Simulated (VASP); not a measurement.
BiSbTe2S, 5 atoms in the cell. It takes space group P4/mmm (No. 123, tetragonal). The conventional cell has a = 5.804 Å, b = 5.804 Å, c = 4.868 Å, α = 90.00°, β = 90.00°, γ = 90.00°. Within 3.2 Å of Sb (site symmetry 4/mmm) lie 2 S at 2.43 Å and 4 Te at 2.90 Å. Within 5.0 Å of Bi (site symmetry 4/mmm) lie 8 Te at 3.79 Å and 4 S at 4.10 Å and 8 Sb at 4.77 Å and 2 Bi at 4.87 Å. Te (site symmetry mmm) has 2 Sb at 2.90 Å and 4 Bi at 3.79 Å and 4 S at 3.79 Å within 3.8 Å. Within 3.2 Å of S (site symmetry 4/mmm) lie 2 Sb at 2.43 Å. 

* Program: VASP 6.6.1
* Task: single point
* Functional: PBE
* Potentials or basis: VASP PAW PBE potentials, release 64 (Sb, Bi_d, Te, S)
* Cutoff: 520 eV
* k mesh: 8 × 8 × 8
* Occupations: gaussian, width 0.1 eV
* Spin: no spin polarisation
* Dipole correction: no
* Further INCAR settings: ALGO = Normal; EDIFF = 1e-06; NBANDS = 27

Potentials or basis: VASP PAW PBE potentials, release 64 (Sb, Bi_d, Te, S).

Command:

```console
$ cat potpaw_PBE.64/Sb/POTCAR potpaw_PBE.64/Bi_d/POTCAR potpaw_PBE.64/Te/POTCAR potpaw_PBE.64/S/POTCAR > POTCAR
$ mpirun -np 1 vasp_std > vasp.out
```

Hardware: 1 thread of Intel(R) Xeon(R) 6975P-C (Granite Rapids), with other jobs on the host.

Problem. Estimate the wall time of this run.

Solution. Run time: 120 s on 1 thread of Intel(R) Xeon(R) 6975P-C (Granite Rapids) (shared host), peak memory 0.52 GiB. Counts: scf iterations 13, k points 75.
